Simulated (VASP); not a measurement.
Write the native input for VASP 6.6.1 that does the following.

```
Task                               : single point
Functional                         : r2SCANh
Potentials or basis                : VASP PAW PBE potentials, release 64 (Ba_sv, Te)
Cutoff                             : 520 eV
k mesh                             : 4 × 4 × 4
Occupations                        : gaussian, width 0.01 eV
Spin                               : no spin polarisation
Dipole correction                  : no
Grid for exact exchange (PRECFOCK) : Normal
Further INCAR settings             : ALGO = Normal; EDIFF = 1e-06; NBANDS = 15
Share of exact exchange            : 0.1
```

The system is BaTe.

```
Ba Te
1.0
     0.00000    3.53238    3.53238
     3.53238    0.00000    3.53238
     3.53238    3.53238    0.00000
Ba Te
1 1
Direct
  0.00000 0.00000 0.00000
  0.50000 0.50000 0.50000
```

One way to write it, as run:

POSCAR

```
BaTe
1.0
    0.0000000000      3.5323793482      3.5323793482
    3.5323793482      0.0000000000      3.5323793482
    3.5323793482      3.5323793482      0.0000000000
Ba Te
1 1
Direct
    0.0000000000      0.0000000000      0.0000000000
    0.5000000000      0.5000000000      0.5000000000
```

INCAR.step1

```
SYSTEM = BaTe
ALGO     = Normal         ! electronic algorithm
EDIFF    = 1E-5           ! SCF threshold, eV
ENCUT    = 520            ! plane-wave cutoff, eV
GGA      = PE             ! functional
ISIF     = 2              ! what is computed and relaxed
ISMEAR   = 0              ! smearing method
LASPH    = .TRUE.         ! aspherical terms in the spheres
LCHARG   = .FALSE.        ! write CHGCAR
LREAL    = .FALSE.        ! projectors in reciprocal space
LWAVE    = .TRUE.         ! write WAVECAR
NBANDS   = 15             ! bands
NELM     = 60             ! most SCF steps
PREC     = Accurate       ! precision mode
SIGMA    = 0.01           ! smearing width, eV
```

INCAR.step2

```
SYSTEM = BaTe
AEXX     = 0.1            ! exact-exchange fraction
ALGO     = Normal         ! electronic algorithm
EDIFF    = 1E-6           ! SCF threshold, eV
ENCUT    = 520            ! plane-wave cutoff, eV
ISIF     = 2              ! what is computed and relaxed
ISMEAR   = 0              ! smearing method
ISTART   = 1            
LASPH    = .TRUE.         ! aspherical terms in the spheres
LCHARG   = .FALSE.        ! write CHGCAR
LHFCALC  = .TRUE.         ! exact exchange
LMIXTAU  = .TRUE.       
LREAL    = .FALSE.        ! projectors in reciprocal space
LWAVE    = .FALSE.        ! write WAVECAR
METAGGA  = R2SCAN         ! meta-GGA
NBANDS   = 15             ! bands
NELM     = 60             ! most SCF steps
PREC     = Accurate       ! precision mode
PRECFOCK = Normal       
SIGMA    = 0.01           ! smearing width, eV
```

KPOINTS

```
k-points
0
G
  4 4 4
  0 0 0
```

Potentials or basis: VASP PAW PBE potentials, release 64 (Ba_sv, Te).

Run with:

```bash
$ cat potpaw_PBE.64/Ba_sv/POTCAR potpaw_PBE.64/Te/POTCAR > POTCAR
$ cp INCAR.step1 INCAR
$ mpirun -np 1 vasp_std > vasp.out
$ cp INCAR.step2 INCAR
$ mpirun -np 1 vasp_std > vasp.out
```

It gave:

* Pressure: 0.2 GPa
* Band gap on the k mesh: 2.43 eV (least direct gap 2.84 eV)

Caveat: the PAW data sets were made with another functional, which shifts forces and pressure a little; spin-orbit coupling is left out, which moves the levels of the heavy elements.

Wall time 12 min on 1 thread of Intel(R) Xeon(R) Platinum 8259CL CPU @ 2.50GHz (Skylake/Cascade Lake) (shared host), peak memory 0.28 GiB.
